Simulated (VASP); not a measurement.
Here is a VASP 6.6.1 calculation.

The input POSCAR:

```
Cu
1.0
    0.0000000000      0.0000000000      4.1298555581
    5.0610054543      0.0000000000      0.0000000000
   -2.5305027271      4.3829592921      0.0000000000
Cu
8
Direct
    0.2500000000      0.1666666667      0.3333333333
    0.2500000000      0.1666666667      0.8333333333
    0.2500000000      0.6666666667      0.3333333333
    0.2500000000      0.6666666667      0.8333333333
    0.7500000000      0.3333333333      0.1666666667
    0.7500000000      0.3333333333      0.6666666667
    0.7500000000      0.8333333333      0.1666666667
    0.7500000000      0.8333333333      0.6666666667
```

INCAR.step1

```
  PREC = Accurate
  ENCUT = 600
  ISMEAR = 0
  SIGMA = 0.1
  LREAL = F
  LASPH = T
  NELM = 60
  GGA = PE
  ALGO = Normal
  EDIFF = 1E-4
  LWAVE = T
  LCHARG = F
  KPAR = 4
```

INCAR.step2

```
  PREC = Accurate
  ENCUT = 600
  EDIFF = 1E-7
  ISMEAR = 0
  SIGMA = 0.1
  LREAL = F
  LASPH = T
  NELM = 60
  ALGO = Normal
  ISIF = 3
  LWAVE = F
  LCHARG = F
  METAGGA = R2SCAN
  LMIXTAU = T
  IBRION = 2
  NSW = 80
  EDIFFG = -0.015
  ISTART = 1
  KPAR = 4
```

KPOINTS

```
regular mesh
0
Gamma
  8 6 6
```

Potentials or basis: VASP PAW PBE potentials, release 64 (Cu).

Run with:

```console
$ cat potpaw_PBE.64/Cu/POTCAR > POTCAR
$ cp INCAR.step1 INCAR
$ mpirun -np 4 vasp_std > vasp.out
$ cp INCAR.step2 INCAR
$ mpirun -np 4 vasp_std > vasp.out
```

Problem. Estimate the band gap on the k mesh.

Solution. Zero (bands 44 and 45 overlap by 4.47 eV).

Problem. What does it give for the relaxed volume?

Solution. 11.52 Å³/atom.

Problem. Estimate the relaxed cell.

Solution. a = 4.136 Å, b = 5.072 Å, c = 5.072 Å, α = 120.00°, β = 90.00°, γ = 90.00°.

Problem. Estimate the space group after relaxing (to 0.1 Å).

Solution. P6_3/mmc (No. 194).

The path:
| step | energy change (eV) | largest force (eV/Å) | pressure (GPa) | volume (Å³) |
| --- | --- | --- | --- | --- |
| 1 | 0.0000 | 0.0000 | 0.72 | 91.61 |
| 2 | -0.0015 | 0.0000 | -0.31 | 92.29 |
| 3 | -0.0016 | 0.0000 | -0.10 | 92.17 |

Caveat: the PAW data sets were made with another functional, which shifts forces and pressure a little.
